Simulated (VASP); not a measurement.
Runs of VASP 6.6.1 on PbS. The structure is that of space group P4/nmm (No. 129), or close to it. The cells are those of the table. 

```tsv
task	level	potentials or basis	cell	k mesh	smearing	k mesh for the DOS	occupations for the DOS	gap on the mesh (eV)	largest force (eV/Å)
single point	PBE	VASP PAW PBE potentials, release 64 (Pb_d, S)	a = 4.247, b = 4.247, c = 30.913 Å, 4 atoms	6 × 6 × 1	gaussian 0.02 eV	-	-	(b)	-
single point	PBE	VASP PAW PBE potentials, release 64 (Pb_d, S)	a = 4.247, b = 4.247, c = 30.913 Å, 4 atoms	4 × 4 × 1	gaussian 0.1 eV	-	-	2.11	(a)
single point	PBE	VASP PAW PBE potentials, release 64 (Pb_d, S)	a = 4.446, b = 4.446, c = 18.000 Å, 4 atoms	4 × 4 × 1	gaussian 0.1 eV	-	-	1.51	1.61
single point	r2SCAN	VASP PAW PBE potentials, release 64 (Pb_d, S)	a = 4.247, b = 4.247, c = 30.913 Å, 4 atoms	6 × 6 × 1	gaussian 0.02 eV	-	-	2.39	0.19
```

Alike in all rows: no spin polarisation; cutoff (eV) 520.

Estimate the missing entries.

(a) 0.01; (b) 2.06.

Caveats: spin-orbit coupling is left out, which moves the levels of the heavy elements; the PAW data sets were made with another functional, which shifts forces and pressure a little (some runs).

A k mesh can miss the band edges, and the runs leave out spin-orbit coupling on Pb.
